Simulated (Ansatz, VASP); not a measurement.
MoS2, level by level in two programs

```
Mo S
1.0
     3.18999    0.00000    0.00000
    -1.59499    2.76261    0.00000
     0.00000    0.00000   12.40562
Mo S
2 4
Direct
  0.66667 0.33333 0.75000
  0.33333 0.66667 0.25000
  0.66667 0.33333 0.37700
  0.33333 0.66667 0.87700
  0.66667 0.33333 0.12300
  0.33333 0.66667 0.62300
```

Single points on this cell with VASP 6.6.1 and Ansatz 0.2.0. Each row is one pair of runs. Alike in all rows: spin: off; k mesh: 10 × 10 × 3; smearing: fermi-dirac, width 0.05 eV; VASP's potentials, cutoff: VASP PAW PBE potentials, release 64 (Mo_sv, S), 520 eV; Ansatz's potentials, cutoff: Ansatz PAW, 420 eV.

| level | gap on the k mesh at the Fermi level (eV), VASP | gap on the k mesh at the Fermi level (eV), Ansatz | least direct gap on the mesh (eV), VASP | least direct gap on the mesh (eV), Ansatz | pressure (GPa), VASP | pressure (GPa), Ansatz |
| --- | --- | --- | --- | --- | --- | --- |
| PBE+D3(BJ) | 0.96 | 0.94 | 1.82 | 1.82 | -4.8 | -4.6 |
| RPBE+D3(BJ) | 1.01 | 0.99 | 1.82 | 1.82 | -17.2 | -17.0 |
| PBE | 0.96 | ? | 1.82 | ? | -1.0 | ? |
| PBE+D4 | 0.96 | 0.94 | 1.82 | 1.82 | -4.5 | -4.3 |

**Question.** Fill in what Ansatz gave in row 3.

**Answer.** gap on the k mesh at the Fermi level (eV): 0.94; least direct gap on the mesh (eV): 1.82; pressure (GPa): -0.9.

Noted on Ansatz's runs: odd divisions of the mesh miss points on the zone boundary, where band edges often lie, so the gap on the mesh can be too wide.
